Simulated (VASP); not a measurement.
# MnO2 (P4_2/mnm) in VASP: a series of runs

The runs below take MnO2 through single point, with PBE+U.

Program: VASP 6.6.1. These are calculated values, not measurements. Logs are shortened: lines on timing, memory, paths and dates and some standing lists are left out, and cuts for length are marked.

### Step 1. The cell of the first run

It takes space group P4_2/mnm (No. 136, tetragonal). Conventional cell: a = 4.396 Å, b = 4.396 Å, c = 2.871 Å, α = 90.00°, β = 90.00°, γ = 90.00°. Mn (site symmetry mmm) has 6 O at 1.88 to 1.89 Å within 2.5 Å. Within 2.5 Å of O (site symmetry m2m) lie 3 Mn at 1.88 to 1.89 Å and 1 O at 2.46 Å.

### Step 2. Single point, PBE+U, collinear spin, ferromagnetic start

File INCAR:

```
SYSTEM = MnO2
  ALGO = Fast
  EDIFF = 1E-6
  ENCUT = 520
  GGA = PE
  ISIF = 2
  ISMEAR = 0
  ISPIN = 2
  LASPH = .TRUE.
  LCHARG = .FALSE.
  LDAU = .TRUE.
  LDAUJ = 0 0
  LDAUL = 2 -1
  LDAUPRINT = 1
  LDAUTYPE = 2
  LDAUU = 3.9 0
  LMAXMIX = 4
  LORBIT = 11
  LREAL = .FALSE.
  LWAVE = .FALSE.
  MAGMOM = 4.5 4.5 0 0 0 0
  NBANDS = 38
  NELM = 150
  PREC = Accurate
  SIGMA = 0.05
```

File KPOINTS:

```
k-points
0
G
  5 5 8
  0 0 0
```

File POSCAR:

```
MnO2
1.0
    4.3960000000      0.0000000000      0.0000000000
    0.0000000000      4.3960000000      0.0000000000
    0.0000000000      0.0000000000      2.8710000000
Mn O
2 4
Direct
    0.0000000000      0.0000000000      0.0000000000
    0.5000000000      0.5000000000      0.5000000000
    0.3020000000      0.3020000000      0.0000000000
    0.1980000000      0.8020000000      0.5000000000
    0.6980000000      0.6980000000      0.0000000000
    0.8020000000      0.1980000000      0.5000000000
```

Potentials or basis: VASP PAW PBE potentials, release 64 (Mn_pv, O).

The run is started by

```sh
cat potpaw_PBE.64/Mn_pv/POTCAR potpaw_PBE.64/O/POTCAR > POTCAR
mpirun -np 1 vasp_std > vasp.out
```

OUTCAR:

```text
SYSTEM = MnO2
   EDIFF = 1E-6
   ENCUT = 520
   GGA = PE
   ISIF = 2
   ISMEAR = 0
   ISPIN = 2
   LASPH = .TRUE.
   LORBIT = 11
   LREAL = .FALSE.
   NELM = 150
   PREC = Accurate

 ion  position               nearest neighbor table
   1  0.000  0.000  0.000-   3 1.88   5 1.88   4 1.89   6 1.89   4 1.89   6 1.89
   2  0.500  0.500  0.500-   4 1.88   6 1.88   5 1.89   3 1.89   3 1.89   5 1.89
   3  0.302  0.302  0.000-   1 1.88   2 1.89   2 1.89
   4  0.198  0.802  0.500-   2 1.88   1 1.89   1 1.89
   5  0.698  0.698  0.000-   1 1.88   2 1.89   2 1.89
   6  0.802  0.198  0.500-   2 1.88   1 1.89   1 1.89

  LATTYP: Found a simple tetragonal cell.
 ALAT       =     4.3960000000
 C/A-ratio  =     0.6530937216

  Lattice vectors:

 A1 = (   4.3960000000,   0.0000000000,   0.0000000000)
 A2 = (   0.0000000000,   4.3960000000,   0.0000000000)
 A3 = (   0.0000000000,   0.0000000000,   2.8710000000)

Analysis of symmetry for initial positions (statically):
=====================================================================
 Subroutine PRICEL returns:
 Original cell was already a primitive cell.

 Routine SETGRP: Setting up the symmetry group for a
 simple tetragonal supercell.

 Subroutine GETGRP returns: Found 16 space group operations
 (whereof  8 operations were pure point group operations)
 out of a pool of 16 trial point group operations.

The static configuration has the point symmetry D_2h.
 The point group associated with its full space group is D_4h.

Analysis of symmetry for dynamics (positions and initial velocities):
=====================================================================
 Subroutine PRICEL returns:
 Original cell was already a primitive cell.

 Routine SETGRP: Setting up the symmetry group for a
 simple tetragonal supercell.

 Subroutine GETGRP returns: Found 16 space group operations
 (whereof  8 operations were pure point group operations)
 out of a pool of 16 trial point group operations.

The dynamic configuration has the point symmetry D_2h.
 The point group associated with its full space group is D_4h.

Analysis of structural, dynamic, and magnetic symmetry:
=====================================================================
 Subroutine PRICEL returns:
 Original cell was already a primitive cell.

 Routine SETGRP: Setting up the symmetry group for a
 simple tetragonal supercell.

 Subroutine GETGRP returns: Found 16 space group operations
 (whereof  8 operations were pure point group operations)
 out of a pool of 16 trial point group operations.

The overall configuration has the point symmetry D_2h.
 The point group associated with its full space group is D_4h.

 Subroutine INISYM returns: Found 16 space group operations
 (whereof  8 operations are pure point group operations),
 and found     1 'primitive' translations

----------------------------------------------------------------------------------------

                                     Primitive cell

  volume of cell :      55.4815

  direct lattice vectors                    reciprocal lattice vectors
     4.396000000  0.000000000  0.000000000     0.227479527  0.000000000  0.000000000
     0.000000000  4.396000000  0.000000000     0.000000000  0.227479527  0.000000000
     0.000000000  0.000000000  2.871000000     0.000000000  0.000000000  0.348310693

[... 159 lines left out ...]
  o =  0.1196  v =  0.0000  0.0000  0.0000  0.0000  0.0000 -0.0000 -0.0000 -0.0000  0.0000 -1.0000      0.0000  0.0000  0.0000  0.0000  0.0000  0.0000  0.0000  0.0000  0.0000  0.0000
  o =  0.3167  v =  0.0000  0.0000  0.0000  0.0000  0.0000 -0.8434  0.0000  0.5374  0.0000  0.0000      0.0000  0.0000  0.0000  0.0000  0.0000  0.0000  0.0000  0.0000  0.0000  0.0000
  o =  0.3362  v =  0.0000  0.0000  0.0000  0.0000  0.0000  0.0000  0.7071  0.0000 -0.7071 -0.0000      0.0000  0.0000  0.0000  0.0000  0.0000  0.0000  0.0000  0.0000  0.0000  0.0000
  o =  0.5034  v =  0.0000  0.7071  0.0000 -0.7071  0.0000  0.0000  0.0000  0.0000  0.0000  0.0000      0.0000  0.0000  0.0000  0.0000  0.0000  0.0000  0.0000  0.0000  0.0000  0.0000
  o =  0.5191  v = -0.8651  0.0000  0.5017  0.0000  0.0000  0.0000  0.0000  0.0000  0.0000  0.0000      0.0000  0.0000  0.0000  0.0000  0.0000  0.0000  0.0000  0.0000  0.0000  0.0000
  o =  0.9549  v = -0.5017  0.0000 -0.8651  0.0000 -0.0000  0.0000  0.0000  0.0000  0.0000  0.0000      0.0000  0.0000  0.0000  0.0000  0.0000  0.0000  0.0000  0.0000  0.0000  0.0000
  o =  0.9645  v =  0.0000 -0.7071  0.0000 -0.7071 -0.0000  0.0000  0.0000  0.0000  0.0000  0.0000      0.0000  0.0000  0.0000  0.0000  0.0000  0.0000  0.0000  0.0000  0.0000  0.0000
  o =  0.9735  v =  0.0000 -0.0000 -0.0000  0.0000  1.0000  0.0000  0.0000  0.0000  0.0000  0.0000      0.0000  0.0000  0.0000  0.0000  0.0000  0.0000  0.0000  0.0000  0.0000  0.0000

atom =   2  type =  1  l = 2

 onsite density matrix

spin component  1

  0.6288  0.0000 -0.1891  0.0000 -0.0000
  0.0000  0.7340  0.0000 -0.2305  0.0000
 -0.1891  0.0000  0.8452  0.0000 -0.0000
  0.0000 -0.2305  0.0000  0.7340  0.0000
 -0.0000  0.0000 -0.0000  0.0000  0.9735

spin component  2

  0.2447  0.0000  0.1129  0.0000 -0.0000
  0.0000  0.2221  0.0000  0.1142  0.0000
  0.1129  0.0000  0.1394  0.0000 -0.0000
  0.0000  0.1142  0.0000  0.2221  0.0000
 -0.0000  0.0000 -0.0000  0.0000  0.1196

 occupancies and eigenvectors

  o =  0.0675  v =  0.0000  0.0000  0.0000  0.0000  0.0000 -0.5374  0.0000  0.8434 -0.0000  0.0000      0.0000  0.0000  0.0000  0.0000  0.0000  0.0000  0.0000  0.0000  0.0000  0.0000
  o =  0.1079  v =  0.0000  0.0000  0.0000  0.0000  0.0000 -0.0000 -0.7071  0.0000  0.7071  0.0000      0.0000  0.0000  0.0000  0.0000  0.0000  0.0000  0.0000  0.0000  0.0000  0.0000
  o =  0.1196  v =  0.0000  0.0000  0.0000  0.0000  0.0000  0.0000  0.0000 -0.0000 -0.0000  1.0000      0.0000  0.0000  0.0000  0.0000  0.0000  0.0000  0.0000  0.0000  0.0000  0.0000
  o =  0.3167  v =  0.0000  0.0000  0.0000  0.0000  0.0000 -0.8434 -0.0000 -0.5374 -0.0000  0.0000      0.0000  0.0000  0.0000  0.0000  0.0000  0.0000  0.0000  0.0000  0.0000  0.0000
  o =  0.3362  v =  0.0000  0.0000  0.0000  0.0000  0.0000  0.0000 -0.7071  0.0000 -0.7071 -0.0000      0.0000  0.0000  0.0000  0.0000  0.0000  0.0000  0.0000  0.0000  0.0000  0.0000
  o =  0.5034  v =  0.0000  0.7071  0.0000  0.7071 -0.0000  0.0000  0.0000  0.0000  0.0000  0.0000      0.0000  0.0000  0.0000  0.0000  0.0000  0.0000  0.0000  0.0000  0.0000  0.0000
  o =  0.5191  v = -0.8651  0.0000 -0.5017  0.0000 -0.0000  0.0000  0.0000  0.0000  0.0000  0.0000      0.0000  0.0000  0.0000  0.0000  0.0000  0.0000  0.0000  0.0000  0.0000  0.0000
  o =  0.9549  v = -0.5017  0.0000  0.8651  0.0000  0.0000  0.0000  0.0000  0.0000  0.0000  0.0000      0.0000  0.0000  0.0000  0.0000  0.0000  0.0000  0.0000  0.0000  0.0000  0.0000
  o =  0.9645  v =  0.0000  0.7071  0.0000 -0.7071 -0.0000  0.0000  0.0000  0.0000  0.0000  0.0000      0.0000  0.0000  0.0000  0.0000  0.0000  0.0000  0.0000  0.0000  0.0000  0.0000
  o =  0.9735  v =  0.0000 -0.0000  0.0000  0.0000 -1.0000  0.0000  0.0000  0.0000  0.0000  0.0000      0.0000  0.0000  0.0000  0.0000  0.0000  0.0000  0.0000  0.0000  0.0000  0.0000

 number of electron      49.9999990 magnetization       6.0161075

 Free energy of the ion-electron system (eV)
  ---------------------------------------------------
  ext. energy  EPLUGINS =         0.00000000
  ---------------------------------------------------
  free energy    TOTEN  =       -42.24364798 eV

  energy without entropy =      -42.24334538  energy(sigma->0) =      -42.24349668

 E-fermi :   5.1543     XC(G=0): -12.0278

 val. band max:        5.1343310393   @ k =   0.0000   0.0000   0.1250
 cond. band min:       5.1780641591   @ k =   0.0000   0.0000   0.1250
 fundamental gap:      0.0437331199
 Fermi energy:         5.1542990543

 spin component 1

 k-point     1 :       0.0000    0.0000    0.0000
  band No.  band energies     occupation
      1     -45.8156      1.00000
      2     -45.8081      1.00000
      3     -45.7760      1.00000
      4     -45.7760      1.00000
      5     -45.7224      1.00000
      6     -45.7224      1.00000
[... 1913 lines left out ...]
     36      19.6199      0.00000
     37      20.9609      0.00000

 [... further k-points ...]

 [bands above 37 left out]

------------------------ aborting loop because EDIFF is reached ----------------------------------------

  FORCE on cell =-STRESS in cart. coord.  units (eV):
  Direction    XX          YY          ZZ          XY          YZ          ZX
  --------------------------------------------------------------------------------------
  -------------------------------------------------------------------------------------
  Total        3.8013578      3.8013578      4.4386762      0.0000000      0.0000000      0.0000000
  in kB      109.7743248    109.7743248    128.1785892      0.0000000      0.0000000      0.0000000
  external PRESSURE =     115.9090796 kB  Pullay stress =       0.0000000 kB

 VOLUME and BASIS-vectors are now :
 -----------------------------------------------------------------------------
  energy-cutoff  :      520.00
  volume of cell :       55.48
      direct lattice vectors                 reciprocal lattice vectors
     4.396000000  0.000000000  0.000000000     0.227479527  0.000000000  0.000000000
     0.000000000  4.396000000  0.000000000     0.000000000  0.227479527  0.000000000
     0.000000000  0.000000000  2.871000000     0.000000000  0.000000000  0.348310693

 POSITION                                       TOTAL-FORCE (eV/Angst)
 -----------------------------------------------------------------------------------
      0.00000      0.00000      0.00000         0.000000     -0.000000      0.000000
      2.19800      2.19800      1.43550         0.000000     -0.000000      0.000000
      1.32759      1.32759      0.00000         0.305675      0.305675     -0.000000
      0.87041      3.52559      1.43550        -0.305675      0.305675     -0.000000
      3.06841      3.06841      0.00000        -0.305675     -0.305675      0.000000
      3.52559      0.87041      1.43550         0.305675     -0.305675      0.000000
 -----------------------------------------------------------------------------------
    total drift:                                0.000000      0.000000      0.000000

  FREE ENERGIE OF THE ION-ELECTRON SYSTEM (eV)
  ---------------------------------------------------
  free  energy   TOTEN  =       -42.2436479827 eV

  energy  without entropy=      -42.2433453773  energy(sigma->0) =      -42.24349668

 total charge

# of ion       s       p       d       tot
------------------------------------------
    1        0.360   6.478   4.830  11.668
    2        0.360   6.478   4.830  11.668
    3        1.568   3.486   0.000   5.054
    4        1.568   3.486   0.000   5.054
    5        1.568   3.486   0.000   5.054
    6        1.568   3.486   0.000   5.054
--------------------------------------------------
tot          6.991  26.901   9.660  43.552

 magnetization (x)

# of ion       s       p       d       tot
------------------------------------------
    1        0.019   0.030   2.965   3.014
    2        0.019   0.030   2.965   3.014
    3       -0.002  -0.031   0.000  -0.033
    4       -0.002  -0.031   0.000  -0.033
    5       -0.002  -0.031   0.000  -0.033
    6       -0.002  -0.031   0.000  -0.033
--------------------------------------------------
tot          0.029  -0.062   5.930   5.897
```

Run time: 90 s. Hardware: 1 thread of AMD EPYC 9R45 (Zen 5), shared host; peak memory 0.22 GiB.

What came out:

* Free energy: -42.2436 eV
* Pressure: 11.6 GPa
* Largest force: 0.432 eV/Å
* Band gap on the k mesh: zero (filled and empty bands overlap)
* Net moment: 6.02 μB per cell
* Site moments: Mn +3.01; O -0.03 μB
* Valence electrons inside the program's atomic spheres: Mn 11.67; O 5.05

Forces in eV/Å, atoms in the order of the input:
```
Mn   0.000  0.000  0.000
Mn   0.000  0.000  0.000
O    0.306  0.306  0.000
O   -0.306  0.306  0.000
O   -0.306 -0.306  0.000
O    0.306 -0.306  0.000
```

Eigenvalues of the final occupation matrices:
| site | spin | trace | eigenvalues |
| --- | --- | --- | --- |
| site 1 d | 1 | 3.92 | 0.50 0.52 0.95 0.96 0.97 |
| site 1 d | 2 | 0.95 | 0.07 0.11 0.12 0.32 0.34 |
| site 2 d | 1 | 3.92 | 0.50 0.52 0.95 0.96 0.97 |
| site 2 d | 2 | 0.95 | 0.07 0.11 0.12 0.32 0.34 |

Caveat: the cell stands under pressure; only a ferromagnetic start was run, and an antiferromagnetic order may lie lower in energy. The state reached can hang on the start; a lower one may exist.

[end of part 1 of 2]
